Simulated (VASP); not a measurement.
Input of a VASP 6.6.1 run:

INCAR

```
SYSTEM = In3GaSb2N2
ALGO = Normal ; EDIFF = 1E-6
ENCUT = 520 ; GGA = PE
ISIF = 2 ; ISMEAR = 0
LASPH = .True. ; LCHARG = .True.
LELF = .True. ; LREAL = .False.
LVHAR = .True. ; LWAVE = .False.
NBANDS = 46 ; NELM = 100
PREC = Accurate ; SIGMA = 0.15
```

KPOINTS

```
k-points
0
Gamma
  4 4 1
  0 0 0
```

POSCAR

```
In3GaSb2N2
1.0
    3.4638829583     -0.0000000028      0.0000000000
   -1.7319414767      2.9998106390      0.0000000000
    0.0000000000      0.0000000000     15.7336533096
In Ga Sb N
3 1 2 2
Direct
    0.6666666667      0.3333333333      0.6636273982
    0.6666666667      0.3333333333      0.8454820275
    0.0000000000      0.0000000000      0.1647783616
    0.0000000000      0.0000000000      0.3493714241
    0.3333333333      0.6666666667      0.5021797235
    0.3333333333      0.6666666667      0.9968183738
    0.0000000000      0.0000000000      0.7586358729
    0.6666666667      0.3333333333      0.2191078485
```

Potentials or basis: VASP PAW PBE potentials, release 64 (In_d, Ga_d, Sb, N).

The run is started by

```console
$ cat potpaw_PBE.64/In_d/POTCAR potpaw_PBE.64/Ga_d/POTCAR potpaw_PBE.64/Sb/POTCAR potpaw_PBE.64/N/POTCAR > POTCAR
$ mpirun -np 1 vasp_std > vasp.out
```

Question: Predict the band gap on the k mesh.

Answer: Zero (band 36 reaches 10.44 eV, above the bottom of band 37 at 6.44 eV).

Question: Predict the largest force.

Answer: 0.075 eV/Å.

Question: Estimate the pressure.

Answer: 0.0 GPa.

Stress tensor (GPa, compression positive):
```
 0.04  0.00  0.00
 0.00  0.04  0.00
 0.00  0.00 -0.20
```

Caveat: the k points lie up to 0.52 Å⁻¹ apart; spin-orbit coupling is left out, which moves the levels of the heavy elements.
